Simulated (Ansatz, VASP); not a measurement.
# One calculation of Sb, two programs

```
CELL_PARAMETERS angstrom
4.08888 0.00000 0.00000
-2.04444 3.54107 0.00000
0.00000 0.00000 26.87000
ATOMIC_POSITIONS crystal
Sb 0.33333 0.66667 0.28708
Sb 0.66667 0.33333 0.34821
```

Alike in both runs: task single point; functional PBE; dispersion D4; k mesh 12 × 12 × 1; occupations gaussian, width 0.04 eV; no spin polarisation.

|  | VASP | Ansatz |
| --- | --- | --- |
| version | VASP 6.6.1 | Ansatz 0.2.0 |
| potentials or method | VASP PAW PBE potentials, release 64 (Sb_d_GW), cutoff 400 eV | scalar-relativistic, plane waves, PAW |
| valence electrons in the cell | 30 | 30 |

|  | VASP | Ansatz | Ansatz less VASP |
| --- | --- | --- | --- |
| gap on the k mesh at the Fermi level (eV) | 1.24 | 1.24 | -0.002 |
| least direct gap on the mesh (eV) | 1.64 | 1.64 | +0.002 |
| rms of the force components (eV/Å) | 0.007 | 0.004 | -0.0032 |

Atom by atom the forces differ by 0.003 eV/Å (rms over components). Ansatz's warnings: xc potential rough in thin density.

Neither program's run includes spin-orbit coupling.
